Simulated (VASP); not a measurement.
Set up this calculation in VASP 6.6.1, as the native input.

* Task: single point
* Functional: PBEsol
* Potentials or basis: VASP PAW PBE potentials, release 64 (La, C)
* Cutoff: 520 eV
* k mesh: 10 × 10 × 10
* Occupations: gaussian, width 0.05 eV
* Spin: no spin polarisation
* Dipole correction: no
* Further INCAR settings: ALGO = Normal; EDIFF = 1e-06; NBANDS = 14

The structure of LaC lies in POSCAR:

```
LaC
1.0
    0.0000000000      2.7107563368      2.7107563368
    2.7107563368      0.0000000000      2.7107563368
    2.7107563368      2.7107563368      0.0000000000
La C
1 1
Direct
    0.5000000000      0.5000000000      0.5000000000
    0.0000000000      0.0000000000      0.0000000000
```

These files were run (other wordings do the same):

INCAR

```
PREC = Accurate ; ENCUT = 520
EDIFF = 1E-6 ; ISMEAR = 0
SIGMA = 0.05 ; LREAL = F
LASPH = T ; NELM = 60
ALGO = Normal ; ISIF = 2
LWAVE = F ; LCHARG = F
GGA = PS ; NBANDS = 14
```

KPOINTS

```
regular mesh
0
Gamma
  10 10 10
```

Potentials or basis: VASP PAW PBE potentials, release 64 (La, C).

Run with:

```console
$ cat potpaw_PBE.64/La/POTCAR potpaw_PBE.64/C/POTCAR > POTCAR
$ mpirun -np 1 vasp_std > vasp.out
```

Results of the run:

- Pressure: -3.1 GPa
- Band gap on the k mesh: zero (an odd number of electrons rules out a gap without spin polarisation)

Caveat: the cell stands under tension; the PAW data sets were made with another functional, which shifts forces and pressure a little; spin-orbit coupling is left out, which moves the levels of the heavy elements.

Wall time 74 s on 1 thread of Intel Xeon 8259CL, on a shared host, peak memory 0.2 GiB.
